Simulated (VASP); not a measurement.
NiCl3: single point with PBEsol

Crystal: NiCl3.

```
CELL_PARAMETERS angstrom
4.58517 0.00000 0.00000
0.00000 4.58517 0.00000
0.00000 0.00000 4.58517
ATOMIC_POSITIONS crystal
Ni 0.00000 0.00000 0.00000
Cl 0.50000 0.00000 0.00000
Cl 0.00000 0.00000 0.50000
Cl 0.00000 0.50000 0.00000
```

- Program: VASP 6.6.1
- Task: single point
- Functional: PBEsol
- Potentials or basis: VASP PAW PBE potentials, release 64 (Ni, Cl)
- Cutoff: 520 eV
- k mesh: 6 × 6 × 6
- Occupations: gaussian, width 0.05 eV
- Spin: collinear spin, ferromagnetic start
- Starting moments: [0.59, 0.0, 0.0, 0.0] μB

```
Pressure                                              : -2.2 GPa
Net moment                                            : 0.17 μB per cell
Site moments                                          : Ni +0.12; Cl +0.01 μB
Valence electrons inside the program's atomic spheres : Ni 9.08; Cl 5.01
```

Levels at points of the mesh, in eV from the Fermi level:
Spin up:
```
           k point  band 13  band 14  band 15  band 16  band 17  band 18  band 19  band 20
(0.00, 0.00, 0.00)    -0.95    -0.95    -0.63    -0.63    -0.63     4.02     6.69     9.70
(0.50, 0.00, 0.00)    -0.75    -0.75    -0.20    -0.20    -0.11     7.36     8.76     8.82
(0.50, 0.50, 0.00)    -0.42    -0.18    -0.18     0.09     2.00     8.99     8.99     9.36
(0.50, 0.50, 0.50)     0.10     0.10     0.10     2.01     2.01     7.22     7.80     7.80
```
Spin down:
```
           k point  band 11  band 12  band 13  band 14  band 15  band 16  band 17  band 18  band 19  band 20
(0.00, 0.00, 0.00)    -1.14    -0.94    -0.94    -0.94    -0.61    -0.61    -0.61     4.06     6.70     9.70
(0.50, 0.00, 0.00)    -1.20    -1.14    -0.73    -0.73    -0.15    -0.15     0.04     7.41     8.77     8.82
(0.50, 0.50, 0.00)    -1.60    -0.72    -0.35    -0.13    -0.13     0.11     2.12     9.01     9.01     9.36
(0.50, 0.50, 0.50)    -0.33    -0.33     0.12     0.12     0.12     2.13     2.13     7.22     7.82     7.82
```

Run time: 71 s on 1 thread of Intel(R) Xeon(R) 6975P-C (Granite Rapids) (shared host), peak memory 0.28 GiB.

Caveat: the PAW data sets were made with another functional, which shifts forces and pressure a little; semilocal functionals often make such compounds metallic where correlation or magnetic order opens a gap, which also shifts bond lengths. With open d or f shells a metallic result of PBEsol can be an artefact of self-interaction; +U or a hybrid may open a gap.
